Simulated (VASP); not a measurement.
A run of VASP 6.6.1 is set up as follows.

The input INCAR:

```
  PREC = Accurate
  ENCUT = 520
  EDIFF = 1E-7
  ISMEAR = -1
  SIGMA = 0.03
  LREAL = F
  LASPH = T
  NELM = 60
  ALGO = Normal
  ISIF = 2
  LWAVE = F
  LCHARG = F
  GGA = PE
  NBANDS = 21
```

KPOINTS

```
regular mesh
0
Gamma
  9 9 9
```

Contents of POSCAR:

```
Sn
1.0
    0.0000000000      3.2128139200      3.2128139200
    3.2128139200      0.0000000000      3.2128139200
    3.2128139200      3.2128139200      0.0000000000
Sn
2
Direct
    0.5000000000      0.5000000000      0.5000000000
    0.7500000000      0.7500000000      0.7500000000
```

Potentials or basis: VASP PAW PBE potentials, release 64 (Sn_d).

The run is started by

```bash
$ cat potpaw_PBE.64/Sn_d/POTCAR > POTCAR
$ mpirun -np 1 vasp_std > vasp.out
```

Question: Estimate the pressure.

Answer: 4.8 GPa.

Question: Predict the band gap on the k mesh.

Answer: Zero (band 14 reaches 6.05 eV, above the bottom of band 15 at 6.04 eV).

Caveat: spin-orbit coupling is left out, which moves the levels of the heavy elements.
